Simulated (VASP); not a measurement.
TaN:

```
Ta N
1.0
     0.00000    2.21132    2.21132
     2.21132    0.00000    2.21132
     2.21132    2.21132    0.00000
Ta N
1 1
Direct
  0.50000 0.50000 0.50000
  0.00000 0.00000 0.00000
```

| Quantity | Value |
| --- | --- |
| Program | VASP 6.6.1 |
| Task | relaxation of cell and atoms |
| Functional | PBEsol |
| Dispersion | D3(BJ) |
| Potentials or basis | VASP PAW PBE potentials, release 64 (Ta_pv, N) |
| Cutoff | 600 eV |
| k mesh | 10 × 10 × 10 |
| Occupations | fermi-dirac, width 0.05 eV |
| Spin | no spin polarisation |

At the start: pressure -16.8 GPa; volume 10.81 Å³/atom.

Task: How do energy, volume and symmetry change on relaxing?

Result: Over 7 steps the energy falls by 29.1 meV/atom and the volume is 10.29 Å³/atom (-4.9 %); space group Fm-3m (No. 225, to 0.05 Å).

The path:
| step | energy change (eV) | largest force (eV/Å) | pressure (GPa) | volume (Å³) |
| --- | --- | --- | --- | --- |
| 1 | 0.0000 | 0.0000 | -16.84 | 21.63 |
| 2 | 0.3207 | 0.0000 | 58.53 | 18.26 |
| 3 | -0.0580 | 0.0000 | -0.80 | 20.62 |
| 4 | -0.0581 | 0.0000 | -0.16 | 20.58 |
| 5 | -0.0581 | 0.0000 | 0.23 | 20.56 |
| 6 | -0.0581 | 0.0000 | -0.41 | 20.60 |
| 7 | -0.0581 | 0.0000 | -0.02 | 20.57 |

Final structure:
```
Ta N
1.0
     0.00000    2.17478    2.17478
     2.17478    0.00000    2.17478
     2.17478    2.17478    0.00000
Ta N
1 1
Direct
  0.50000 0.50000 0.50000
  0.00000 0.00000 0.00000
```

Caveat: the PAW data sets were made with another functional, which shifts forces and pressure a little; pairwise dispersion overbinds metals, which lowers pressure and volume.
